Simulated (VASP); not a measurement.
Wanted: the native input for a VASP 6.6.1 run.

- Task: single point
- Functional: PBE
- Potentials or basis: VASP PAW PBE potentials, release 64 (Zr_sv, O)
- Cutoff: 600 eV
- k mesh: 8 × 8 × 8
- Occupations: gaussian, width 0.05 eV
- Spin: no spin polarisation
- Dipole correction: no
- Further INCAR settings: ALGO = Normal; EDIFF = 1e-06; NBANDS = 19

The structure of ZrO2 (Cubic zirconia) lies in POSCAR:

```
ZrO2
1.0
    0.0000000000      2.4134458066      2.4134458066
    2.4134458066      0.0000000000      2.4134458066
    2.4134458066      2.4134458066      0.0000000000
Zr O
1 2
Direct
    0.0000000000      0.0000000000      0.0000000000
    0.2500000000      0.2500000000      0.2500000000
    0.7500000000      0.7500000000      0.7500000000
```

This cell differs from its parent crystal: volume scaled by 0.840.

These files were run (other wordings do the same):

INCAR

```
SYSTEM = ZrO2
ALGO = Normal
EDIFF = 1E-6
ENCUT = 600
GGA = PE
GGA_COMPAT = .False.
ISIF = 2
ISMEAR = 0
LASPH = .True.
LCHARG = .False.
LREAL = .False.
LWAVE = .False.
NBANDS = 19
NELM = 120
PREC = Accurate
SIGMA = 0.05
```

KPOINTS

```
k-points
0
Gamma
  8 8 8
  0 0 0
```

Potentials or basis: VASP PAW PBE potentials, release 64 (Zr_sv, O).

Run with:

```sh
$ cat potpaw_PBE.64/Zr_sv/POTCAR potpaw_PBE.64/O/POTCAR > POTCAR
$ mpirun -np 1 vasp_std > vasp.out
```

It gave:

| Item | Value |
| --- | --- |
| Pressure | 59.7 GPa |
| Band gap on the k mesh | 3.77 eV, indirect (least direct gap 4.36 eV) |

It took 33 s on 1 thread of Intel Xeon 8259CL (shared host), peak memory 0.16 GiB.
